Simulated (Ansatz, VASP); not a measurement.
## Two plane-wave programs on Ir

```
CELL_PARAMETERS angstrom
0.00000 1.96769 1.96769
1.96769 0.00000 1.96769
1.96769 1.96769 0.00000
ATOMIC_POSITIONS crystal
Ir 0.00000 0.00000 0.00000
```

Change from the starting cell: strain +0.025 along x and y, +0.025 along z, atoms carried along.

Alike in both runs: task single point; functional PBEsol; k mesh 22 × 22 × 22; occupations gaussian, width 0.15 eV; no spin polarisation.

|  | VASP | Ansatz |
| --- | --- | --- |
| version | VASP 6.6.1 | Ansatz 0.2.0 |
| potentials or method | VASP PAW PBE potentials, release 64 (Ir), cutoff 520 eV | scalar-relativistic, plane waves, PAW |
| valence electrons in the cell | 9 | 17 |

Ansatz gave:

```
gap on the k mesh at the Fermi level (eV) : none
pressure (GPa)                            : -25.4
```

Question: Estimate VASP's values.

Answer: gap on the k mesh at the Fermi level (eV): none; pressure (GPa): -24.9.

VASP's potentials were made for PBE, not for PBEsol. A gap of «none» marks a metal or a gap that the smearing closes. VASP's potentials hold 9 valence electrons a cell and Ansatz's 17, so a difference there can come from the potentials and not from the codes.

Neither program's run includes spin-orbit coupling.
